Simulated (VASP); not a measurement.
# Mg4S4 in VASP: single point with PBE

Aim: the single point of Mg4S4 with PBE.

Everything below comes from runs of VASP 6.6.1. Logs are shortened: lines on timing, memory, paths and dates and some standing lists are left out, and cuts for length are marked.

## (1) The cell of the first run

The cell holds a cluster in a box, 8 atoms: a = 11.100 Å, b = 11.400 Å, c = 11.700 Å, α = 90.00°, β = 90.00°, γ = 90.00°.

## (2) Single point, PBE

File INCAR:

```
PREC = Accurate
ENCUT = 520
EDIFF = 1E-6
ISMEAR = 0
SIGMA = 0.05
LREAL = False
LASPH = True
NELM = 80
ALGO = Normal
ISIF = 2
LWAVE = False
LCHARG = True
GGA = PE
LELF = True
LVHAR = True
NBANDS = 26
```

File KPOINTS:

```
regular mesh
0
Gamma
  1 1 1
```

File POSCAR:

```
MgS
1.0
   11.1000000000      0.0000000000      0.0000000000
    0.0000000000     11.4000000000      0.0000000000
    0.0000000000      0.0000000000     11.7000000000
Mg S
4 4
Direct
    0.4076845379      0.4079319183      0.4102728322
    0.4057109379      0.5911071770      0.5865117038
    0.5945444665      0.4109332282      0.5876838642
    0.5927597184      0.5917900472      0.4091824670
    0.6234866255      0.3820393016      0.3834334877
    0.6209207265      0.6211915580      0.6134852717
    0.3793043952      0.3811744892      0.6148760649
    0.3769416006      0.6172776509      0.3818920930
```

Potentials or basis: VASP PAW PBE potentials, release 64 (Mg, S).

Started as:

```bash
> cat potpaw_PBE.64/Mg/POTCAR potpaw_PBE.64/S/POTCAR > POTCAR
> mpirun -np 1 vasp_gam > vasp.out
```

OUTCAR:

```text
PREC = Accurate
   ENCUT = 520
   EDIFF = 1E-6
   ISMEAR = 0
   LREAL = False
   LASPH = True
   NELM = 80
   ISIF = 2
   GGA = PE

 ion  position               nearest neighbor table
   1  0.408  0.408  0.410-   8 2.43   7 2.43   5 2.43   3 2.93   2 2.93   4 2.93
   2  0.406  0.591  0.587-   8 2.43   7 2.43   6 2.43   3 2.93   1 2.93   4 2.94
   3  0.595  0.411  0.588-   6 2.43   5 2.43   7 2.43   1 2.93   2 2.93   4 2.93
   4  0.593  0.592  0.409-   6 2.43   5 2.43   8 2.43   3 2.93   1 2.93   2 2.94
   5  0.623  0.382  0.383-   3 2.43   1 2.43   4 2.43
   6  0.621  0.621  0.613-   3 2.43   2 2.43   4 2.43
   7  0.379  0.381  0.615-   1 2.43   2 2.43   3 2.43
   8  0.377  0.617  0.382-   1 2.43   2 2.43   4 2.43

  LATTYP: Found a simple orthorhombic cell.
 ALAT       =    11.1000000000
 B/A-ratio  =     1.0270270270
 C/A-ratio  =     1.0540540541

  Lattice vectors:

 A1 = (  11.1000000000,   0.0000000000,   0.0000000000)
 A2 = (   0.0000000000,  11.4000000000,   0.0000000000)
 A3 = (   0.0000000000,   0.0000000000,  11.7000000000)

Analysis of symmetry for initial positions (statically):
=====================================================================
 Subroutine PRICEL returns:
 Original cell was already a primitive cell.

 Routine SETGRP: Setting up the symmetry group for a
 simple orthorhombic supercell.

 Subroutine GETGRP returns: Found  1 space group operations
 (whereof  1 operations were pure point group operations)
 out of a pool of  8 trial point group operations.

The static configuration has the point symmetry C_1 .

Analysis of symmetry for dynamics (positions and initial velocities):
=====================================================================
 Subroutine PRICEL returns:
 Original cell was already a primitive cell.

 Routine SETGRP: Setting up the symmetry group for a
 simple orthorhombic supercell.

 Subroutine GETGRP returns: Found  1 space group operations
 (whereof  1 operations were pure point group operations)
 out of a pool of  8 trial point group operations.

The dynamic configuration has the point symmetry C_1 .

 Subroutine INISYM returns: Found  1 space group operations
 (whereof  1 operations are pure point group operations),
 and found     1 'primitive' translations

----------------------------------------------------------------------------------------

                                     Primitive cell

  volume of cell :    1480.5180

  direct lattice vectors                    reciprocal lattice vectors
    11.100000000  0.000000000  0.000000000     0.090090090  0.000000000  0.000000000
     0.000000000 11.400000000  0.000000000     0.000000000  0.087719298  0.000000000
     0.000000000  0.000000000 11.700000000     0.000000000  0.000000000  0.085470085

  length of vectors
    11.100000000 11.400000000 11.700000000     0.090090090  0.087719298  0.085470085

  position of ions in fractional coordinates (direct lattice)
     0.407684538  0.407931918  0.410272832
     0.405710938  0.591107177  0.586511704
     0.594544466  0.410933228  0.587683864
     0.592759718  0.591790047  0.409182467
     0.623486626  0.382039302  0.383433488
     0.620920727  0.621191558  0.613485272
     0.379304395  0.381174489  0.614876065
     0.376941601  0.617277651  0.381892093

  ion indices of the primitive-cell ions
   primitive index   ion index
                 1           1
                 2           2
                 3           3
                 4           4
                 5           5
                 6           6
                 7           7
                 8           8

----------------------------------------------------------------------------------------

 KPOINTS: regular mesh

Automatic generation of k-mesh.
 Grid dimensions read from file:
 generate k-points for:    1    1    1

 Generating k-lattice:

  Cartesian coordinates                     Fractional coordinates (reciprocal lattice)
     0.090090090  0.000000000  0.000000000     1.000000000  0.000000000  0.000000000
     0.000000000  0.087719298  0.000000000     0.000000000  1.000000000  0.000000000
     0.000000000  0.000000000  0.085470085     0.000000000  0.000000000  1.000000000

  Length of vectors
     0.090090090  0.087719298  0.085470085

  Shift w.r.t. Gamma in fractional coordinates (k-lattice)
     0.000000000  0.000000000  0.000000000

 Subroutine IBZKPT returns following result:
 ===========================================

 Found      1 irreducible k-points:

 Following reciprocal coordinates:
            Coordinates               Weight
  0.000000  0.000000  0.000000      1.000000
   k-points           NKPTS =      1   k-points in BZ     NKDIM =      1   number of bands    NBANDS=     26
   number of dos      NEDOS =    301   number of ions     NIONS =      8
   total plane-waves  NPLWV = 680400
   dimension x,y,z NGX =    84 NGY =   90 NGZ =   90
   dimension x,y,z NGXF=   168 NGYF=  180 NGZF=  180
   ions per type =               4   4
   NGX,Y,Z   is equivalent  to a cutoff of  12.58, 13.12, 12.79 a.u.
   NGXF,Y,Z  is equivalent  to a cutoff of  25.16, 26.25, 25.58 a.u.
 SYSTEM =  unknown system
   PREC   = accura    normal or accurate (medium, high low for compatibility)
   ISTART =      0    job   : 0-new  1-cont  2-samecut
   ICHARG =      2    charge: 1-file 2-atom 10-const
   ISPIN  =      1    spin polarized calculation?
   LNONCOLLINEAR =      F non collinear calculations
   LSORBIT =      F    spin-orbit coupling
   LASPH  =      T    aspherical Exc in radial PAW
   ENCUT  =  520.0 eV  38.22 Ry    6.18 a.u.  20.64 21.20 21.75*2*pi/ulx,y,z
   NELM   =     80;   NELMIN=  2; NELMDL= -5     # of ELM steps
   EDIFF  = 0.1E-05   stopping-criterion for ELM
   LREAL  =      F    real-space projection
   EDIFFG = 0.1E-04   stopping-criterion for IOM
   NSW    =      0    number of steps for IOM
   IBRION =     -1    ionic relax: 0-MD 1-quasi-New 2-CG
   NFREE  =      0    steps in history (QN), initial steepest desc. (CG)
   ISIF   =      2    stress and relaxation
   ISYM   =      2    0-nonsym 1-usesym 2-fastsym
   POTIM  = 0.5000    time-step for ionic-motion
   TEBEG  =    0.0;   TEEND  =   0.0 temperature during run
   PSTRESS=    0.0 pullay stress
   NELECT =      32.0000    total number of electrons
   NUPDOWN=      -1.0000    fix difference up-down
   EMIN   =  10.00;   EMAX   =-10.00  energy-range for DOS
   EFERMI =   0.00;   METHOD = LEGACY
   ISMEAR =     0;   SIGMA  =   0.05  broadening in eV -4-tet -1-fermi 0-gaus
   EFERMI_NEDOS =   21; number of points for ismear=-14 and -15
   IALGO  =     38    algorithm
   IMIX   =      4    mixing-type and parameters
     AMIX     =   0.40;   BMIX     =  1.00
     AMIX_MAG =   1.60;   BMIX_MAG =  1.00
  volume/ion in A,a.u.               =     185.06      1248.88
  Fermi-wavevector in a.u.,A,eV,Ry     =   0.456023  0.861759  2.829429  0.207957
  Thomas-Fermi vector in A             =   1.439950
   LORBIT       =      0    0 simple, 1 ext, 2 COOP (PROOUT), +10 PAW based schemes
   GGA     = PE    functional components
   LHFCALC =     F    Hartree Fock is set to
   AEXX    =    0.0000 exact exchange contribution
   IVDW    =     0    specifies the selected vdW correction
   LEPSILON=     F    determine dielectric tensor
   LRPA    =     F    only Hartree local field effects (RPA)
 non-spin polarized calculation
 Gauss-broadening in eV      SIGMA  =   0.05
  energy-cutoff  :      520.00
  volume of cell :     1480.52
 maximum number of plane-waves:     19943
 NGX is ok and might be reduce to    84
   NGX = 41   NGY = 43   NGZ = 43

 number of electron      31.9999999 magnetization

 Free energy of the ion-electron system (eV)
  ---------------------------------------------------
  ext. energy  EPLUGINS =         0.00000000
  ---------------------------------------------------
  free energy    TOTEN  =       -28.10401229 eV

  energy without entropy =      -28.10401229  energy(sigma->0) =      -28.10401229

 E-fermi :  -4.7026     XC(G=0):  -1.8811

 val. band max:       -4.9676142602   @ k =   0.0000   0.0000   0.0000
 cond. band min:      -2.0572995103   @ k =   0.0000   0.0000   0.0000
 fundamental gap:      2.9103147499
 Fermi energy:        -4.7026332558

 k-point     1 :       0.0000    0.0000    0.0000
  band No.  band energies     occupation
      1     -15.4946      2.00000
      2     -14.9138      2.00000
      3     -14.9136      2.00000
      4     -14.9131      2.00000
      5      -7.4271      2.00000
      6      -6.5366      2.00000
      7      -6.5362      2.00000
      8      -6.5360      2.00000
      9      -5.9482      2.00000
     10      -5.9478      2.00000
     11      -4.9714      2.00000
     12      -4.9711      2.00000
     13      -4.9709      2.00000
     14      -4.9682      2.00000
     15      -4.9679      2.00000
     16      -4.9676      2.00000
     17      -2.0573      0.00000
     18      -0.9776      0.00000
     19      -0.9752      0.00000
     20      -0.9727      0.00000
     21       0.4070      0.00000
     22       0.7878      0.00000
     23       0.8146      0.00000
     24       0.8427      0.00000
     25       0.9878      0.00000
     26       1.0011      0.00000

------------------------ aborting loop because EDIFF is reached ----------------------------------------

  FORCE on cell =-STRESS in cart. coord.  units (eV):
  Direction    XX          YY          ZZ          XY          YZ          ZX
  --------------------------------------------------------------------------------------
  -------------------------------------------------------------------------------------
  Total       -0.2549567     -0.2338981     -0.2207986      0.0005287     -0.0017264      0.0019717
  in kB       -0.2759074     -0.2531183     -0.2389424      0.0005722     -0.0018682      0.0021337
  external PRESSURE =      -0.2559893 kB  Pullay stress =       0.0000000 kB

 VOLUME and BASIS-vectors are now :
 -----------------------------------------------------------------------------
  energy-cutoff  :      520.00
  volume of cell :     1480.52
      direct lattice vectors                 reciprocal lattice vectors
    11.100000000  0.000000000  0.000000000     0.090090090  0.000000000  0.000000000
     0.000000000 11.400000000  0.000000000     0.000000000  0.087719298  0.000000000
     0.000000000  0.000000000 11.700000000     0.000000000  0.000000000  0.085470085

 POSITION                                       TOTAL-FORCE (eV/Angst)
 -----------------------------------------------------------------------------------
      4.52530      4.65042      4.80019         0.035671      0.036320      0.036262
      4.50339      6.73862      6.86219         0.037224     -0.037101     -0.036325
      6.59944      4.68464      6.87590        -0.037574      0.034355     -0.036039
      6.57963      6.74641      4.78743        -0.038093     -0.038296      0.038013
      6.92070      4.35525      4.48617        -0.002459      0.003328      0.000481
      6.89222      7.08158      7.17778        -0.001834     -0.000895     -0.001618
      4.21028      4.34539      7.19405         0.003210      0.002277     -0.000891
      4.18405      7.03697      4.46814         0.003855      0.000012      0.000117
 -----------------------------------------------------------------------------------
    total drift:                                0.000153     -0.000267      0.000108

  FREE ENERGIE OF THE ION-ELECTRON SYSTEM (eV)
  ---------------------------------------------------
  free  energy   TOTEN  =       -28.1040122867 eV

  energy  without entropy=      -28.1040122867  energy(sigma->0) =      -28.10401229
```

It took 2.8 min on 1 thread of AMD EPYC 7R13 (Zen 3), shared host; peak memory 1.1 GiB.

Results:

```
Free energy                     : -28.1040 eV
Largest force                   : 0.066 eV/Å
Gap between the frontier levels : 2.91 eV
```

Forces in eV/Å, atoms in the order of the input:
```
Mg   0.036  0.036  0.036
Mg   0.037 -0.037 -0.036
Mg  -0.038  0.034 -0.036
Mg  -0.038 -0.038  0.038
S   -0.002  0.003  0.000
S   -0.002 -0.001 -0.002
S    0.003  0.002 -0.001
S    0.004  0.000  0.000
```

Levels at points of the mesh, in eV from the valence-band top:
```csv
k point,band 13,band 14,band 15,band 16,band 17,band 18,band 19,band 20
"(0.00, 0.00, 0.00)",0.00,0.00,0.00,0.00,2.91,3.99,3.99,3.99
```
